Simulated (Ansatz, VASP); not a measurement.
Au: VASP beside Ansatz

```xyz
1
Lattice="0.0000 2.1273 2.0455 2.1273 0.0000 2.0455 2.1273 2.1273 0.0000" Properties=species:S:1:pos:R:3 pbc="T T T"
Au    0.0000    0.0000    0.0000
```

Change from the starting cell: strain +0.040 along x and y, +0.000 along z, atoms carried along.

Alike in both runs: task single point; functional PBE; k mesh 20 × 20 × 20; occupations gaussian, width 0.15 eV; no spin polarisation.

|  | VASP | Ansatz |
| --- | --- | --- |
| version | VASP 6.6.1 | Ansatz 0.2.0 |
| potentials or method | VASP PAW PBE potentials, release 64 (Au), cutoff 520 eV | scalar-relativistic, plane waves, PAW |
| valence electrons in the cell | 11 | 19 |

|  | VASP | Ansatz | Ansatz less VASP |
| --- | --- | --- | --- |
| gap on the k mesh at the Fermi level (eV) | none | none | - |
| pressure (GPa) | -4.0 | -3.8 | +0.21 |
| traceless stress, the component that is largest in VASP (GPa) | 0.58 | 0.57 | -0.004 |

A gap of «none» marks a metal or a gap that the smearing closes. With one functional, cell and mesh, what is left measures potentials, basis and numerics. VASP's potentials hold 11 valence electrons a cell and Ansatz's 19, so a difference there can come from the potentials and not from the codes.

Neither program's run includes spin-orbit coupling.
